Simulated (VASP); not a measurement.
**TiC: single point with PBEsol**

The system is TiC.

```
Ti C
1.0
     0.00000    2.20719    2.03061
     2.20719    0.00000    2.03061
     2.20719    2.20719    0.00000
Ti C
1 1
Cartesian
  0.0000 0.0000 0.0000
  2.2072 2.2072 2.0306
```

This cell differs from its parent crystal: ratio of the length along z to the lengths across it x 0.92, volume and fractional coordinates fixed.

* Program: VASP 6.6.1
* Task: single point
* Functional: PBEsol
* Potentials or basis: VASP PAW PBE potentials, release 64 (Ti_sv, C)
* Cutoff: 520 eV
* k mesh: 26 × 26 × 26
* Occupations: gaussian, width 0.15 eV
* Spin: no spin polarisation

* Pressure: 3.8 GPa
* Band gap on the k mesh: zero (band 8 reaches 10.74 eV, above the bottom of band 9 at 8.65 eV)

Stress tensor (GPa, compression positive):
```
-10.17   0.00   0.00
  0.00 -10.17   0.00
  0.00   0.00  31.62
```

Levels at points of the mesh, in eV from the Fermi level:
```csv
k point,band 4,band 5,band 6,band 7,band 8,band 9,band 10,band 11,band 12,band 13
"(0.00, 0.00, 0.00)",-32.31,-12.50,0.48,0.48,1.11,1.46,1.60,1.60,1.90,1.99
"(0.50, 0.00, 0.00)",-32.35,-8.80,-6.01,-3.12,-3.00,2.83,3.26,4.37,7.90,8.19
"(0.50, 0.50, 0.00)",-32.62,-10.11,-2.77,-1.86,-0.44,-0.44,2.89,3.67,3.67,6.70
"(0.50, 0.00, 0.50)",-32.50,-10.26,-3.76,-1.68,0.16,0.32,2.73,3.39,3.85,5.93
```

Wall time 4.8 min on 1 thread of AMD EPYC 9R45 96-Core Processor (Zen 5), on a shared host, peak memory 0.45 GiB.

Caveat: the PAW data sets were made with another functional, which shifts forces and pressure a little.
